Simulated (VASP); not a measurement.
Write the native input for VASP 6.6.1 that does the following.

```yaml
Task: single point
Functional: r2SCAN
Dispersion: D4
Potentials_or_basis: VASP PAW PBE potentials, release 64 (Si)
Cutoff: 550 eV
k_mesh: 6 × 6 × 6
Occupations: gaussian, width 0.01 eV
Spin: no spin polarisation
Dipole_correction: no
Further_INCAR_settings: ALGO = Normal; EDIFF = 1e-06; NBANDS = 11
```

Crystal: Si.

```
Si
1.0
     0.00000    2.71356    2.71356
     2.71356    0.00000    2.71356
     2.71356    2.71356    0.00000
Si
2
Direct
  0.75000 0.75000 0.75000
  0.50000 0.50000 0.50000
```

These files were run (other wordings do the same):

POSCAR

```
Si
1.0
    0.0000000000      2.7135600000      2.7135600000
    2.7135600000      0.0000000000      2.7135600000
    2.7135600000      2.7135600000      0.0000000000
Si
2
Direct
    0.7500000000      0.7500000000      0.7500000000
    0.5000000000      0.5000000000      0.5000000000
```

INCAR.step1

```
SYSTEM = Si
  ALGO = Normal
  EDIFF = 1E-5
  ENCUT = 550
  GGA = PE
  GGA_COMPAT = .False.
  ISMEAR = 0
  LASPH = .True.
  LCHARG = .False.
  LREAL = .False.
  LWAVE = .True.
  NBANDS = 11
  NELM = 120
  PREC = Accurate
  SIGMA = 0.01
```

INCAR.step2

```
SYSTEM = Si
  ALGO = Normal
  EDIFF = 1E-6
  ENCUT = 550
  GGA_COMPAT = .False.
  ISIF = 2
  ISMEAR = 0
  ISTART = 1
  IVDW = 13
  LASPH = .True.
  LCHARG = .False.
  LMIXTAU = .True.
  LREAL = .False.
  LWAVE = .False.
  METAGGA = R2SCAN
  NBANDS = 11
  NELM = 120
  PREC = Accurate
  SIGMA = 0.01
  VDW_A1 = 0.51559235
  VDW_A2 = 5.77342911
  VDW_S6 = 1.0
  VDW_S8 = 0.6018749
```

KPOINTS

```
k-points
0
Gamma
  6 6 6
  0 0 0
```

Potentials or basis: VASP PAW PBE potentials, release 64 (Si).

The run is started by

```sh
$ cat potpaw_PBE.64/Si/POTCAR > POTCAR
$ cp INCAR.step1 INCAR
$ mpirun -np 1 vasp_std > vasp.out
$ cp INCAR.step2 INCAR
$ mpirun -np 1 vasp_std > vasp.out
```

Results of the run:

The pressure is -0.1 GPa. The band gap on the k mesh is 0.91 eV, indirect (least direct gap 2.76 eV). The dispersion energy per atom is -0.119 eV.

Caveat: the PAW data sets were made with another functional, which shifts forces and pressure a little.

Run time: 15 s on 1 thread of Intel(R) Xeon(R) 6975P-C (Granite Rapids) (shared host), peak memory 0.16 GiB.
